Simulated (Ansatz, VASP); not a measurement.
**CsH in VASP and in Ansatz**

File POSCAR:

```
CsH
1.0
    0.1394750000      3.1880000000      3.1880000000
    3.1880000000      0.1394750000      3.1880000000
    3.3274750000      3.3274750000      0.0000000000
Cs H
1 1
Direct
    0.0000000000      0.0000000000      0.0000000000
    0.5000000000      0.5000000000      0.5000000000
```

The input INCAR.step1:

```
SYSTEM = CsH
ALGO = Normal
EDIFF = 1E-4
ENCUT = 520
GGA = PE
ISMEAR = 0
LASPH = .TRUE.
LCHARG = .FALSE.
LREAL = .FALSE.
LWAVE = .TRUE.
NBANDS = 12
NELM = 100
PREC = Accurate
SIGMA = 0.05
```

The input INCAR.step2:

```
SYSTEM = CsH
ALGO = Normal
EDIFF = 1E-6
ENCUT = 520
ISIF = 2
ISMEAR = 0
ISTART = 1
LASPH = .TRUE.
LCHARG = .FALSE.
LMIXTAU = .TRUE.
LREAL = .FALSE.
LWAVE = .FALSE.
METAGGA = R2SCAN
NBANDS = 12
NELM = 100
PREC = Accurate
SIGMA = 0.05
```

File KPOINTS:

```
k-points
0
G
  6 6 6
  0 0 0
```

Input for Ansatz:

```yaml
crystal:
  lattice:
    - [0.139475, 3.188, 3.188]
    - [3.188, 0.139475, 3.188]
    - [3.327475, 3.327475, 0.0]
  atoms:
    - { symbol: Cs, position: [0.0, 0.0, 0.0] }
    - { symbol: H, position: [0.5, 0.5, 0.5] }
basis:
  ecutwfc: 500
kpoints:
  mp_grid: { grid: [6, 6, 6] }
hamiltonian:
  xc: r2scan
scf:
  occupations: { method: gaussian, width: 0.05 }
output:
  forces: true
  stress: true
  eigenvalues: true
  write_density: true
  write_potential: true
  elf: true
  volumetric_format: npy
```

Change from the starting cell: strain +0.0875 x Voigt [0, 0, 0, 0, 0, 1], atoms carried along.

Alike in both runs: task single point; functional r2SCAN; k mesh 6 × 6 × 6; occupations gaussian, width 0.05 eV; no spin polarisation.

|  | VASP | Ansatz |
| --- | --- | --- |
| version | VASP 6.6.1 | Ansatz 0.2.0 |
| potentials or method | VASP PAW PBE potentials, release 64 (Cs_sv, H), cutoff 520 eV | scalar-relativistic, plane waves, PAW |
| valence electrons in the cell | 10 | 10 |

|  | VASP | Ansatz | Ansatz less VASP |
| --- | --- | --- | --- |
| gap on the k mesh at the Fermi level (eV) | 2.64 | 2.66 | +0.019 |
| least direct gap on the mesh (eV) | 2.64 | 2.66 | +0.018 |
| pressure (GPa) | 0.0 | 0.0 | -0.03 |
| traceless stress, the component that is largest in VASP (GPa) | -0.42 | -0.42 | +0.001 |

VASP's potentials were made for PBE, not for r2SCAN. The functional is the same, so the differences come from potentials, cutoffs and numerics.

Spin-orbit coupling is off throughout.
